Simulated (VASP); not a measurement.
# ScGaTeSe2 (P4/mmm) in VASP: a series of runs

ScGaTeSe2 is run at these levels: PBE; tasks: relaxation of cell and atoms, single point.

Everything below comes from runs of VASP 6.6.1. Logs are shortened: lines on timing, memory, paths and dates and some standing lists are left out, and cuts for length are marked.

**1. The cell of the first run**

Symmetry: P4/mmm, No. 123, tetragonal system. The conventional cell has a = 5.147 Å, b = 5.147 Å, c = 4.969 Å, α = 90.00°, β = 90.00°, γ = 90.00°. Sc (site symmetry 4/mmm) has 8 Se at 3.58 Å and 4 Ga at 3.64 Å and 8 Te at 4.41 Å within 4.7 Å. Ga (site symmetry 4/mmm) has 2 Te at 2.48 Å within 3.3 Å. Te (site symmetry 4/mmm) has 2 Ga at 2.48 Å and 4 Se at 2.57 Å within 3.3 Å. Within 3.4 Å of Se (site symmetry mmm) lie 2 Te at 2.57 Å.

The cell was generated, and may not be a known phase.

**2. Relaxation of cell and atoms, PBE**

Input file INCAR:

```
SYSTEM = ScGaTeSe2
PREC     = Accurate       ! precision mode
ENCUT    = 600            ! plane-wave cutoff, eV
EDIFF    = 1E-7           ! SCF threshold, eV
ISMEAR   = 0              ! smearing method
SIGMA    = 0.1            ! smearing width, eV
LREAL    = .False.        ! projectors in reciprocal space
LASPH    = .True.         ! aspherical terms in the spheres
NELM     = 100            ! most SCF steps
ALGO     = Normal         ! electronic algorithm
ISIF     = 3              ! what is computed and relaxed
LWAVE    = .False.        ! write WAVECAR
LCHARG   = .False.        ! write CHGCAR
GGA      = PE             ! functional
IBRION   = 2              ! ionic algorithm
NSW      = 90             ! ionic steps
EDIFFG   = -0.04          ! ionic threshold
```

Input file KPOINTS:

```
regular mesh
0
Gamma
  4 4 4
  0 0 0
```

Input file POSCAR:

```
ScGaTeSe2
1.0
    5.1474160000      0.0000000000      0.0000000000
    0.0000000000      5.1474160000      0.0000000000
    0.0000000000      0.0000000000      4.9691109800
Sc Ga Te Se
1 1 1 2
Direct
    0.0000000000      0.0000000000      0.0000000000
    0.5000000000      0.5000000000      0.0000000000
    0.5000000000      0.5000000000      0.5000000000
    0.5000000000      0.0000000000      0.5000000000
    0.0000000000      0.5000000000      0.5000000000
```

Potentials or basis: VASP PAW PBE potentials, release 64 (Sc_sv, Ga_d, Te, Se).

Run with:

```sh
$ cat potpaw_PBE.64/Sc_sv/POTCAR potpaw_PBE.64/Ga_d/POTCAR potpaw_PBE.64/Te/POTCAR potpaw_PBE.64/Se/POTCAR > POTCAR
$ mpirun -np 1 vasp_std > vasp.out
```

OUTCAR:

```text
SYSTEM = ScGaTeSe2
   PREC = Accurate
   ENCUT = 600
   EDIFF = 1E-7
   ISMEAR = 0
   LREAL = .False.
   LASPH = .True.
   NELM = 100
   ISIF = 3
   GGA = PE
   IBRION = 2
   NSW = 90
   EDIFFG = -0.04

 ion  position               nearest neighbor table
   1  0.000  0.000  0.000-
   2  0.500  0.500  0.000-   3 2.48   3 2.48
   3  0.500  0.500  0.500-   2 2.48   2 2.48   5 2.57   4 2.57   4 2.57   5 2.57
   4  0.500  0.000  0.500-   3 2.57   3 2.57
   5  0.000  0.500  0.500-   3 2.57   3 2.57

  LATTYP: Found a simple tetragonal cell.
 ALAT       =     5.1474160000
 C/A-ratio  =     0.9653602856

  Lattice vectors:

 A1 = (   5.1474160000,   0.0000000000,   0.0000000000)
 A2 = (   0.0000000000,   5.1474160000,   0.0000000000)
 A3 = (   0.0000000000,   0.0000000000,   4.9691109800)

Analysis of symmetry for initial positions (statically):
=====================================================================
 Subroutine PRICEL returns:
 Original cell was already a primitive cell.

 Routine SETGRP: Setting up the symmetry group for a
 simple tetragonal supercell.

 Subroutine GETGRP returns: Found 16 space group operations
 (whereof 16 operations were pure point group operations)
 out of a pool of 16 trial point group operations.

The static configuration has the point symmetry D_4h.

Analysis of symmetry for dynamics (positions and initial velocities):
=====================================================================
 Subroutine PRICEL returns:
 Original cell was already a primitive cell.

 Routine SETGRP: Setting up the symmetry group for a
 simple tetragonal supercell.

 Subroutine GETGRP returns: Found 16 space group operations
 (whereof 16 operations were pure point group operations)
 out of a pool of 16 trial point group operations.

The dynamic configuration has the point symmetry D_4h.

 Subroutine INISYM returns: Found 16 space group operations
 (whereof 16 operations are pure point group operations),
 and found     1 'primitive' translations

----------------------------------------------------------------------------------------

                                     Primitive cell

  volume of cell :     131.6610

  direct lattice vectors                    reciprocal lattice vectors
     5.147416000  0.000000000  0.000000000     0.194272233  0.000000000  0.000000000
     0.000000000  5.147416000  0.000000000     0.000000000  0.194272233  0.000000000
     0.000000000  0.000000000  4.969110980     0.000000000  0.000000000  0.201243241

  length of vectors
     5.147416000  5.147416000  4.969110980     0.194272233  0.194272233  0.201243241

  position of ions in fractional coordinates (direct lattice)
     0.000000000  0.000000000  0.000000000
     0.500000000  0.500000000  0.000000000
     0.500000000  0.500000000  0.500000000
     0.500000000  0.000000000  0.500000000
     0.000000000  0.500000000  0.500000000

  ion indices of the primitive-cell ions
   primitive index   ion index
                 1           1
                 2           2
                 3           3
                 4           4
                 5           5

----------------------------------------------------------------------------------------

 KPOINTS: regular mesh

Automatic generation of k-mesh.
 Grid dimensions read from file:
 generate k-points for:    4    4    4

 Generating k-lattice:

  Cartesian coordinates                     Fractional coordinates (reciprocal lattice)
     0.048568058  0.000000000  0.000000000     0.250000000  0.000000000  0.000000000
     0.000000000  0.048568058  0.000000000     0.000000000  0.250000000  0.000000000
     0.000000000  0.000000000  0.050310810     0.000000000  0.000000000  0.250000000

  Length of vectors
     0.048568058  0.048568058  0.050310810

  Shift w.r.t. Gamma in fractional coordinates (k-lattice)
     0.000000000  0.000000000  0.000000000

 Subroutine IBZKPT returns following result:
 ===========================================

 Found     18 irreducible k-points:

 Following reciprocal coordinates:
            Coordinates               Weight
  0.000000  0.000000  0.000000      1.000000
  0.250000  0.000000  0.000000      4.000000
  0.500000  0.000000  0.000000      2.000000
  0.250000  0.250000  0.000000      4.000000
  0.500000  0.250000  0.000000      4.000000
  0.500000  0.500000  0.000000      1.000000
[... 10 lines left out ...]
  0.500000  0.250000  0.500000      4.000000
  0.500000  0.500000  0.500000      1.000000
   k-points           NKPTS =     18   k-points in BZ     NKDIM =     18   number of bands    NBANDS=     25
   number of dos      NEDOS =    301   number of ions     NIONS =      5
   total plane-waves  NPLWV =  70560
   dimension x,y,z NGX =    42 NGY =   42 NGZ =   40
   dimension x,y,z NGXF=    84 NGYF=   84 NGZF=   80
   ions per type =               1   1   1   2
   NGX,Y,Z   is equivalent  to a cutoff of  13.56, 13.56, 13.38 a.u.
   NGXF,Y,Z  is equivalent  to a cutoff of  27.13, 27.13, 26.76 a.u.
 SYSTEM =  ScGaTeSe2
   PREC   = accura    normal or accurate (medium, high low for compatibility)
   ISTART =      0    job   : 0-new  1-cont  2-samecut
   ICHARG =      2    charge: 1-file 2-atom 10-const
   ISPIN  =      1    spin polarized calculation?
   LNONCOLLINEAR =      F non collinear calculations
   LSORBIT =      F    spin-orbit coupling
   LASPH  =      T    aspherical Exc in radial PAW
   ENCUT  =  600.0 eV  44.10 Ry    6.64 a.u.  10.28 10.28  9.92*2*pi/ulx,y,z
   NELM   =    100;   NELMIN=  2; NELMDL= -5     # of ELM steps
   EDIFF  = 0.1E-06   stopping-criterion for ELM
   LREAL  =      F    real-space projection
   EDIFFG = -.4E-01   stopping-criterion for IOM
   NSW    =     90    number of steps for IOM
   IBRION =      2    ionic relax: 0-MD 1-quasi-New 2-CG
   NFREE  =      1    steps in history (QN), initial steepest desc. (CG)
   ISIF   =      3    stress and relaxation
   ISYM   =      2    0-nonsym 1-usesym 2-fastsym
   POTIM  = 0.5000    time-step for ionic-motion
   TEBEG  =    0.0;   TEEND  =   0.0 temperature during run
   PSTRESS=    0.0 pullay stress
   NELECT =      42.0000    total number of electrons
   NUPDOWN=      -1.0000    fix difference up-down
   EMIN   =  10.00;   EMAX   =-10.00  energy-range for DOS
   EFERMI =   0.00;   METHOD = LEGACY
   ISMEAR =     0;   SIGMA  =   0.10  broadening in eV -4-tet -1-fermi 0-gaus
   EFERMI_NEDOS =   21; number of points for ismear=-14 and -15
   IALGO  =     38    algorithm
   IMIX   =      4    mixing-type and parameters
     AMIX     =   0.40;   BMIX     =  1.00
     AMIX_MAG =   1.60;   BMIX_MAG =  1.00
  volume/ion in A,a.u.               =      26.33       177.70
  Fermi-wavevector in a.u.,A,eV,Ry     =   1.118593  2.113835 17.024301  1.251251
  Thomas-Fermi vector in A             =   2.255226
   LORBIT       =      0    0 simple, 1 ext, 2 COOP (PROOUT), +10 PAW based schemes
   GGA     = PE    functional components
   LHFCALC =     F    Hartree Fock is set to
   AEXX    =    0.0000 exact exchange contribution
   IVDW    =     0    specifies the selected vdW correction
   LEPSILON=     F    determine dielectric tensor
   LRPA    =     F    only Hartree local field effects (RPA)
 conjugate gradient relaxation of ions
 non-spin polarized calculation
 Gauss-broadening in eV      SIGMA  =   0.10
  energy-cutoff  :      600.00
  volume of cell :      131.66
 maximum number of plane-waves:      4448
 NGX is ok and might be reduce to    42
   NGX = 21   NGY = 21   NGZ = 19

--------------------------------------- Ionic step        1  -------------------------------------------

 number of electron      41.9999983 magnetization

 Free energy of the ion-electron system (eV)
  ---------------------------------------------------
  ext. energy  EPLUGINS =         0.00000000
  ---------------------------------------------------
  free energy    TOTEN  =       -17.19588680 eV

  energy without entropy =      -17.16576359  energy(sigma->0) =      -17.18082520

------------------------ aborting loop because EDIFF is reached ----------------------------------------

  FORCE on cell =-STRESS in cart. coord.  units (eV):
  Direction    XX          YY          ZZ          XY          YZ          ZX
  --------------------------------------------------------------------------------------
  -------------------------------------------------------------------------------------
  Total        8.4015636      8.4015636      3.3888916      0.0000000      0.0000000      0.0000000
  in kB      102.2382645    102.2382645     41.2392753      0.0000000      0.0000000      0.0000000
  external PRESSURE =      81.9052681 kB  Pullay stress =       0.0000000 kB

 VOLUME and BASIS-vectors are now :
 -----------------------------------------------------------------------------
  energy-cutoff  :      600.00
  volume of cell :      131.66
      direct lattice vectors                 reciprocal lattice vectors
     5.147416000  0.000000000  0.000000000     0.194272233  0.000000000  0.000000000
     0.000000000  5.147416000  0.000000000     0.000000000  0.194272233  0.000000000
     0.000000000  0.000000000  4.969110980     0.000000000  0.000000000  0.201243241
[... 157 lines left out ...]
 POSITION                                       TOTAL-FORCE (eV/Angst)
 -----------------------------------------------------------------------------------
      0.00000      0.00000      0.00000         0.000000     -0.000000      0.000000
      2.73249      2.73249      0.00000         0.000000      0.000000      0.000000
      2.73249      2.73249      2.56700         0.000000     -0.000000      0.000000
      2.73249     -0.00000      2.56700         0.000000     -0.000000      0.000000
      0.00000      2.73249      2.56700         0.000000     -0.000000      0.000000
 -----------------------------------------------------------------------------------
    total drift:                                0.000000     -0.000000     -0.000000

  FREE ENERGIE OF THE ION-ELECTRON SYSTEM (eV)
  ---------------------------------------------------
  free  energy   TOTEN  =       -17.7147598473 eV

  energy  without entropy=      -17.6844726700  energy(sigma->0) =      -17.69961626

--------------------------------------- Ionic step        6  -------------------------------------------

 number of electron      41.9999989 magnetization

 Free energy of the ion-electron system (eV)
  ---------------------------------------------------
  ext. energy  EPLUGINS =         0.00000000
  ---------------------------------------------------
  free energy    TOTEN  =       -17.71507305 eV

  energy without entropy =      -17.68513371  energy(sigma->0) =      -17.70010338

 E-fermi :   3.6201     XC(G=0):  -8.7692

 val. band max:        3.6167809614   @ k =   0.5000   0.5000   0.5000
 cond. band min:       3.6237005768   @ k =   0.2500   0.2500   0.5000
 fundamental gap:      0.0069196154
 Fermi energy:         3.6200828736

 k-point     1 :       0.0000    0.0000    0.0000
  band No.  band energies     occupation
      1     -47.9983      2.00000
      2     -26.7260      2.00000
      3     -26.4979      2.00000
      4     -26.4979      2.00000
      5     -11.9329      2.00000
      6     -11.6547      2.00000
[... 17 lines left out ...]
     24       3.8714      0.00038
     25       3.8777      0.00027
[... 496 lines left out ...]
 POSITION                                       TOTAL-FORCE (eV/Angst)
 -----------------------------------------------------------------------------------
      0.00000      0.00000      0.00000         0.000000     -0.000000      0.000000
      2.73331      2.73331      0.00000         0.000000      0.000000      0.000000
      2.73331      2.73331      2.56185         0.000000     -0.000000      0.000000
      2.73331     -0.00000      2.56185         0.000000     -0.000000      0.000000
      0.00000      2.73331      2.56185         0.000000     -0.000000      0.000000
 -----------------------------------------------------------------------------------
    total drift:                                0.000000     -0.000000     -0.000000

  FREE ENERGIE OF THE ION-ELECTRON SYSTEM (eV)
  ---------------------------------------------------
  free  energy   TOTEN  =       -17.7150730537 eV

  energy  without entropy=      -17.6851337094  energy(sigma->0) =      -17.70010338

 reached required accuracy - stopping structural energy minimisation
```

Run time: 15 min. Hardware: 1 thread of Intel Xeon 8259CL, shared host; peak memory 0.33 GiB.

What came out:

```
Free energy                           : -17.7151 eV
Relaxed volume                        : 30.62 Å³/atom
Relaxed cell                          : a = 5.467 Å, b = 5.467 Å, c = 5.124 Å, α = 90.00°, β = 90.00°, γ = 90.00°
Space group after relaxing (to 0.1 Å) : P4/mmm (No. 123)
Energy gained by relaxing             : 103.8 meV/atom
Ionic steps                           : 6
Pressure after relaxing               : -0.1 GPa
Band gap on the k mesh                : zero (bands 21 and 22 overlap by 0.98 eV)
```

The path:
```csv
step,energy change (eV),largest force (eV/Å),pressure (GPa),volume (Å³)
1,0.0000,0.0000,8.19,131.66
2,-0.4796,0.0000,-1.34,158.90
3,-0.5169,0.0000,0.20,152.09
4,-0.5168,0.0000,0.09,152.52
5,-0.5189,0.0000,-0.12,153.33
6,-0.5192,0.0000,-0.07,153.12
```

Final structure:
```yaml
crystal:
  lattice:
    - [5.46663, 0.00000, 0.00000]
    - [0.00000, 5.46663, 0.00000]
    - [0.00000, 0.00000, 5.12369]
  atoms:
    - { symbol: Sc, position: [0.00000, 0.00000, 0.00000] }
    - { symbol: Ga, position: [0.50000, 0.50000, 0.00000] }
    - { symbol: Te, position: [0.50000, 0.50000, 0.50000] }
    - { symbol: Se, position: [0.50000, 0.00000, 0.50000] }
    - { symbol: Se, position: [0.00000, 0.50000, 0.50000] }
```

Caveat: the volume moved by over 15 % at a fixed basis, so the end points are rough; spin-orbit coupling is left out, which moves the levels of the heavy elements.

**3. Single point, PBE, collinear spin**

This run uses another cell than the first one, of 30.53 Å³/atom.

Input file INCAR:

```
PREC = Accurate ; ENCUT = 520
EDIFF = 1E-7 ; ISMEAR = 0
SIGMA = 0.1 ; LREAL = F
LASPH = T ; NELM = 150
ALGO = Normal ; ISIF = 2
LWAVE = F ; LCHARG = F
ISPIN = 2 ; MAGMOM = 1 0 0 0 0
LORBIT = 11 ; LMAXMIX = 4
GGA = PE ; NBANDS = 33
```

Input file KPOINTS:

```
regular mesh
0
Gamma
  4 4 4
```

Changes to POSCAR since step 2:

```diff
@@ -2,5 +2,5 @@
 1.0
-    5.1474160000      0.0000000000      0.0000000000
-    0.0000000000      5.1474160000      0.0000000000
-    0.0000000000      0.0000000000      4.9691109800
+    5.4589453746      0.0000000000      0.0000000000
+    0.0000000000      5.4589453746      0.0000000000
+    0.0000000000      0.0000000000      5.1222514473
 Sc Ga Te Se
```

Potentials or basis: VASP PAW PBE potentials, release 64 (Sc_sv, Ga_d, Te, Se).

Run with:

```sh
$ cat potpaw_PBE.64/Sc_sv/POTCAR potpaw_PBE.64/Ga_d/POTCAR potpaw_PBE.64/Te/POTCAR potpaw_PBE.64/Se/POTCAR > POTCAR
$ mpirun -np 1 vasp_std > vasp.out
```

Run time: 8.5 min. Hardware: 1 thread of Intel Xeon 8259CL, shared host; peak memory 0.41 GiB.

It converged, with:

```yaml
Free_energy: -17.8137 eV
Pressure: 0.7 GPa
Net_moment: 1.23 μB per cell
Site_moments: Sc +0.76; Ga +0.05; Te +0.00; Se -0.01 μB
Valence_electrons_inside_the_program's_atomic_spheres: Sc 9.06; Ga 11.55; Te 3.42; Se 3.76
```

Stress tensor (GPa, compression positive):
```
0.75 0.00 0.00
0.00 0.75 0.00
0.00 0.00 0.47
```

Levels at points of the mesh, in eV from the Fermi level:
Spin up:
```tsv
k point	band 20	band 21	band 22	band 23	band 24	band 25
(0.00, 0.00, 0.00)	-1.24	-0.16	-0.05	0.31	0.31	0.36
(0.50, 0.00, 0.00)	-1.31	-1.25	-0.63	-0.37	0.35	0.47
(0.50, 0.50, 0.00)	-1.88	-0.79	-0.76	0.09	0.48	0.48
(0.00, 0.00, 0.50)	-0.15	-0.15	-0.10	0.07	0.96	0.96
(0.50, 0.00, 0.50)	-0.88	-0.59	0.14	0.41	0.55	0.96
(0.50, 0.50, 0.50)	-0.76	-0.56	-0.22	-0.05	0.38	0.38
```
Spin down:
```csv
k point,band 17,band 18,band 19,band 20,band 21,band 22,band 23,band 24
"(0.00, 0.00, 0.00)",-1.70,-1.70,-1.65,-1.24,0.36,0.70,0.72,0.72
"(0.50, 0.00, 0.00)",-2.35,-2.29,-1.54,-1.28,-1.11,-0.21,0.77,0.78
"(0.50, 0.50, 0.00)",-2.38,-2.11,-1.80,-1.80,-0.78,-0.51,0.80,0.80
"(0.00, 0.00, 0.50)",-2.35,-1.81,-1.81,0.17,0.17,0.75,1.34,1.34
"(0.50, 0.00, 0.50)",-2.42,-2.11,-1.45,-0.59,-0.08,0.80,0.82,0.97
"(0.50, 0.50, 0.50)",-2.08,-1.28,-1.28,-0.76,-0.60,0.45,0.80,0.80
```

Caveat: spin-orbit coupling is left out, which moves the levels of the heavy elements.

The gap in the log of VASP goes by the Fermi energy; the results here count the filled bands.